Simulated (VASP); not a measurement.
# Mg3S2O (Ama2) in VASP: relaxation of cell and atoms with PBE

Aim: the relaxation of cell and atoms of Mg3S2O with PBE.

All numbers are computed with VASP 6.6.1; they aren't measurements. Logs are shortened: lines on timing, memory, paths and dates and some standing lists are left out, and cuts for length are marked.

## (1) The cell of the first run

It takes space group Ama2 (No. 40, orthorhombic). Conventional cell: a = 14.023 Å, b = 5.251 Å, c = 5.256 Å, α = 90.00°, β = 90.00°, γ = 90.00°. Mg (site symmetry 1) has 1 O at 2.07 Å and 5 S at 2.57 to 2.71 Å within 2.8 Å. Within 2.7 Å of Mg (site symmetry m) lie 2 O at 2.03 Å and 2 S at 2.43 Å. Within 3.2 Å of S (site symmetry 1) lie 6 Mg at 2.43 to 2.71 Å. Within 2.7 Å of O (site symmetry m) lie 4 Mg at 2.03 to 2.07 Å.

## (2) Relaxation of cell and atoms, PBE

File INCAR:

```
SYSTEM = Mg3S2O
PREC = Accurate
ENCUT = 600
EDIFF = 1E-6
ISMEAR = 0
SIGMA = 0.02
LREAL = .FALSE.
LASPH = .TRUE.
NELM = 80
ALGO = Normal
ISIF = 3
LWAVE = .FALSE.
LCHARG = .FALSE.
GGA = PE
IBRION = 2
NSW = 100
EDIFFG = -0.01
```

File KPOINTS:

```
Automatic mesh
0
G
  2 6 6
  0 0 0
```

File POSCAR:

```
Mg3S2O
1.0
   14.0232322463      0.0000000000      0.0000000000
    0.0000000000      2.6252848671      2.6279912212
    0.0000000000     -2.6252848671      2.6279912212
Mg S O
6 4 2
Direct
    0.3963173137      0.8317402686      0.3451376692
    0.8963173137      0.3451376692      0.8317402686
    0.6036826863      0.3451376692      0.8317402686
    0.1036826863      0.8317402686      0.3451376692
    0.7500000000      0.8451978862      0.1354426849
    0.2500000000      0.1354426849      0.8451978862
    0.5873300231      0.8465593665      0.3569799541
    0.0873300231      0.3569799541      0.8465593665
    0.4126699769      0.3569799541      0.8465593665
    0.9126699769      0.8465593665      0.3569799541
    0.7500000000      0.3455924378      0.9128287519
    0.2500000000      0.9128287519      0.3455924378
```

Potentials or basis: VASP PAW PBE potentials, release 64 (Mg, S, O).

Started as:

```console
cat potpaw_PBE.64/Mg/POTCAR potpaw_PBE.64/S/POTCAR potpaw_PBE.64/O/POTCAR > POTCAR
mpirun -np 1 vasp_std > vasp.out
```

OUTCAR:

```text
SYSTEM = Mg3S2O
   PREC = Accurate
   ENCUT = 600
   EDIFF = 1E-6
   ISMEAR = 0
   LREAL = .FALSE.
   LASPH = .TRUE.
   NELM = 80
   ISIF = 3
   GGA = PE
   IBRION = 2
   NSW = 100
   EDIFFG = -0.01

 ion  position               nearest neighbor table
   1  0.396  0.832  0.345-  12 2.07   9 2.57   9 2.57   7 2.68   9 2.70   9 2.71   6 2.99   6 2.99

   2  0.896  0.345  0.832-  11 2.07  10 2.57  10 2.57   8 2.68  10 2.70  10 2.71   5 2.99   5 2.99

   3  0.604  0.345  0.832-  11 2.07   7 2.57   7 2.57   9 2.68   7 2.70   7 2.71   5 2.99   5 2.99
[... 7 lines left out ...]
   7  0.587  0.847  0.357-   5 2.43   3 2.57   3 2.57   1 2.68   3 2.70   3 2.71
   8  0.087  0.357  0.847-   6 2.43   4 2.57   4 2.57   2 2.68   4 2.70   4 2.71
   9  0.413  0.357  0.847-   6 2.43   1 2.57   1 2.57   3 2.68   1 2.70   1 2.71
  10  0.913  0.847  0.357-   5 2.43   2 2.57   2 2.57   4 2.68   2 2.70   2 2.71
  11  0.750  0.346  0.913-   5 2.03   5 2.03   2 2.07   3 2.07
  12  0.250  0.913  0.346-   6 2.03   6 2.03   1 2.07   4 2.07

  LATTYP: Found a base centered orthorhombic cell.
 ALAT       =     5.2505697342
 B/A-ratio  =     1.0010308802
 C/A-ratio  =     2.6708020189

  Lattice vectors:

 A1 = (   0.0000000000,   2.6252848671,  -2.6279912212)
 A2 = (   0.0000000000,   2.6252848671,   2.6279912212)
 A3 = (  14.0232322463,   0.0000000000,   0.0000000000)

Analysis of symmetry for initial positions (statically):
=====================================================================
 Subroutine PRICEL returns:
 Original cell was already a primitive cell.

 Routine SETGRP: Setting up the symmetry group for a
 base centered orthorhombic supercell.

 Subroutine GETGRP returns: Found  4 space group operations
 (whereof  2 operations were pure point group operations)
 out of a pool of  8 trial point group operations.

The static configuration has the point symmetry C_2 .
 The point group associated with its full space group is C_2v.

Analysis of symmetry for dynamics (positions and initial velocities):
=====================================================================
 Subroutine PRICEL returns:
 Original cell was already a primitive cell.

 Routine SETGRP: Setting up the symmetry group for a
 base centered orthorhombic supercell.

 Subroutine GETGRP returns: Found  4 space group operations
 (whereof  2 operations were pure point group operations)
 out of a pool of  8 trial point group operations.

The dynamic configuration has the point symmetry C_2 .
[... 126 lines left out ...]
   ISIF   =      3    stress and relaxation
   ISYM   =      2    0-nonsym 1-usesym 2-fastsym
   POTIM  = 0.5000    time-step for ionic-motion
   TEBEG  =    0.0;   TEEND  =   0.0 temperature during run
   PSTRESS=    0.0 pullay stress
   NELECT =      48.0000    total number of electrons
   NUPDOWN=      -1.0000    fix difference up-down
   EMIN   =  10.00;   EMAX   =-10.00  energy-range for DOS
   EFERMI =   0.00;   METHOD = LEGACY
   ISMEAR =     0;   SIGMA  =   0.02  broadening in eV -4-tet -1-fermi 0-gaus
   EFERMI_NEDOS =   21; number of points for ismear=-14 and -15
   IALGO  =     38    algorithm
   IMIX   =      4    mixing-type and parameters
     AMIX     =   0.40;   BMIX     =  1.00
     AMIX_MAG =   1.60;   BMIX_MAG =  1.00
  volume/ion in A,a.u.               =      16.12       108.82
  Fermi-wavevector in a.u.,A,eV,Ry     =   1.028638  1.943843 14.396262  1.058095
  Thomas-Fermi vector in A             =   2.162644
   LORBIT       =      0    0 simple, 1 ext, 2 COOP (PROOUT), +10 PAW based schemes
   GGA     = PE    functional components
   LHFCALC =     F    Hartree Fock is set to
   AEXX    =    0.0000 exact exchange contribution
   IVDW    =     0    specifies the selected vdW correction
   LEPSILON=     F    determine dielectric tensor
   LRPA    =     F    only Hartree local field effects (RPA)
 conjugate gradient relaxation of ions
 non-spin polarized calculation
 Gauss-broadening in eV      SIGMA  =   0.02
  energy-cutoff  :      600.00
  volume of cell :      193.50
 maximum number of plane-waves:      6521
   NGX = 57   NGY = 15   NGZ = 15

--------------------------------------- Ionic step        1  -------------------------------------------

 number of electron      47.9999998 magnetization

 Free energy of the ion-electron system (eV)
  ---------------------------------------------------
  ext. energy  EPLUGINS =         0.00000000
  ---------------------------------------------------
  free energy    TOTEN  =       -56.27329168 eV

  energy without entropy =      -56.27329168  energy(sigma->0) =      -56.27329168

------------------------ aborting loop because EDIFF is reached ----------------------------------------

  FORCE on cell =-STRESS in cart. coord.  units (eV):
  Direction    XX          YY          ZZ          XY          YZ          ZX
  --------------------------------------------------------------------------------------
  -------------------------------------------------------------------------------------
  Total       -0.2835190     -0.5656964     -0.5619426      0.0000000      0.0000000      0.0000000
  in kB       -2.3475473     -4.6839855     -4.6529040      0.0000000      0.0000000      0.0000000
  external PRESSURE =      -3.8948123 kB  Pullay stress =       0.0000000 kB
[... 263 lines left out ...]
--------------------------------------- Ionic step        7  -------------------------------------------

 number of electron      48.0000001 magnetization

 Free energy of the ion-electron system (eV)
  ---------------------------------------------------
  ext. energy  EPLUGINS =         0.00000000
  ---------------------------------------------------
  free energy    TOTEN  =       -56.27515554 eV

  energy without entropy =      -56.27515554  energy(sigma->0) =      -56.27515554

 E-fermi :   3.0831     XC(G=0):  -9.6032

 val. band max:        2.9564405116   @ k =   0.0000   0.0000   0.0000
 cond. band min:       6.2454939866   @ k =   0.0000   0.0000   0.0000
 fundamental gap:      3.2890534750
 Fermi energy:         3.0831193567

 k-point     1 :       0.0000    0.0000    0.0000
  band No.  band energies     occupation
      1     -13.3843      2.00000
      2     -13.3807      2.00000
      3      -9.1219      2.00000
      4      -9.0850      2.00000
      5      -8.2436      2.00000
      6      -8.2189      2.00000
[... 805 lines left out ...]
     30       9.0350      0.00000
     31       9.6818      0.00000

 [... further k-points ...]

------------------------ aborting loop because EDIFF is reached ----------------------------------------

  FORCE on cell =-STRESS in cart. coord.  units (eV):
  Direction    XX          YY          ZZ          XY          YZ          ZX
  --------------------------------------------------------------------------------------
  -------------------------------------------------------------------------------------
  Total       -0.0084300      0.0291413      0.0148019      0.0000000      0.0000000      0.0000000
  in kB       -0.0702235      0.2427529      0.1233029      0.0000000      0.0000000      0.0000000
  external PRESSURE =       0.0986108 kB  Pullay stress =       0.0000000 kB
[... 27 lines left out ...]
  FREE ENERGIE OF THE ION-ELECTRON SYSTEM (eV)
  ---------------------------------------------------
  free  energy   TOTEN  =       -56.2751555404 eV

  energy  without entropy=      -56.2751555404  energy(sigma->0) =      -56.27515554

 reached required accuracy - stopping structural energy minimisation
```

CONTCAR:

```text
Mg3S2O
   1.00000000000000
    14.0472171370230150    0.0000000000000000    0.0000000000000000
     0.0000000000000000    2.6150288822816408    2.6179337601958168
     0.0000000000000000   -2.6150288822816408    2.6179337601958168
  Mg              S               O
     6     4     2
Direct
     0.3961791934318422    0.8328460121575930    0.3450574098132224
     0.8961791934318422    0.3450574098132224    0.8328460121575930
     0.6038208065681578    0.3450574098132224    0.8328460121575930
     0.1038208065681579    0.8328460121575930    0.3450574098132224
     0.7500000000000000    0.8453575409070695    0.1365207799559369
     0.2500000000000000    0.1365207799559369    0.8453575409070695
     0.5872883617951754    0.8465044690089941    0.3559763293293891
     0.0872883617951753    0.3559763293293891    0.8465044690089941
     0.4127116382048246    0.3559763293293891    0.8465044690089941
     0.9127116382048246    0.8465044690089941    0.3559763293293891
     0.7500000000000000    0.3457691003123820    0.9114804158062160
     0.2500000000000000    0.9114804158062160    0.3457691003123820

  0.00000000E+00  0.00000000E+00  0.00000000E+00
  0.00000000E+00  0.00000000E+00  0.00000000E+00
  0.00000000E+00  0.00000000E+00  0.00000000E+00
  0.00000000E+00  0.00000000E+00  0.00000000E+00
  0.00000000E+00  0.00000000E+00  0.00000000E+00
  0.00000000E+00  0.00000000E+00  0.00000000E+00
  0.00000000E+00  0.00000000E+00  0.00000000E+00
  0.00000000E+00  0.00000000E+00  0.00000000E+00
  0.00000000E+00  0.00000000E+00  0.00000000E+00
  0.00000000E+00  0.00000000E+00  0.00000000E+00
  0.00000000E+00  0.00000000E+00  0.00000000E+00
  0.00000000E+00  0.00000000E+00  0.00000000E+00
```

Wall time 13 min (1 thread of Oxide Virtual Turin-like, shared host); peak memory 0.39 GiB.

Results:

```
Free energy                           : -56.2752 eV
Relaxed volume                        : 16.03 Å³/atom
Relaxed cell                          : a = 14.047 Å, b = 3.700 Å, c = 3.700 Å, α = 89.94°, β = 90.00°, γ = 90.00°
Space group after relaxing (to 0.1 Å) : Ama2 (No. 40)
Energy gained by relaxing             : 0.2 meV/atom
Ionic steps                           : 7
Pressure after relaxing               : 0.0 GPa
Largest force after relaxing          : 0.009 eV/Å
Band gap on the k mesh                : 3.29 eV
```

Forces on the atoms (eV/Å):
```
Mg  -0.002 -0.003 -0.002
Mg  -0.002  0.003 -0.002
Mg   0.002  0.003 -0.002
Mg   0.002 -0.003 -0.002
Mg   0.000 -0.007  0.006
Mg   0.000  0.007  0.006
S   -0.003 -0.002 -0.002
S   -0.003  0.002 -0.002
S    0.003  0.002 -0.002
S    0.003 -0.002 -0.002
O    0.000 -0.004  0.002
O    0.000  0.004  0.002
```

The path:
```csv
step,energy change (eV),largest force (eV/Å),pressure (GPa),volume (Å³)
1,0.0000,0.0145,-0.39,193.50
2,-0.0013,0.0141,0.07,192.40
3,-0.0013,0.0121,0.03,192.50
4,-0.0015,0.0125,0.01,192.49
5,-0.0016,0.0191,-0.01,192.48
6,-0.0017,0.0164,-0.01,192.44
7,-0.0019,0.0093,0.01,192.33
```

Final structure:
```
CELL_PARAMETERS angstrom
14.04722 0.00000 0.00000
0.00000 2.61503 2.61793
0.00000 -2.61503 2.61793
ATOMIC_POSITIONS crystal
Mg 0.39618 0.83285 0.34506
Mg 0.89618 0.34506 0.83285
Mg 0.60382 0.34506 0.83285
Mg 0.10382 0.83285 0.34506
Mg 0.75000 0.84536 0.13652
Mg 0.25000 0.13652 0.84536
S 0.58729 0.84650 0.35598
S 0.08729 0.35598 0.84650
S 0.41271 0.35598 0.84650
S 0.91271 0.84650 0.35598
O 0.75000 0.34577 0.91148
O 0.25000 0.91148 0.34577
```
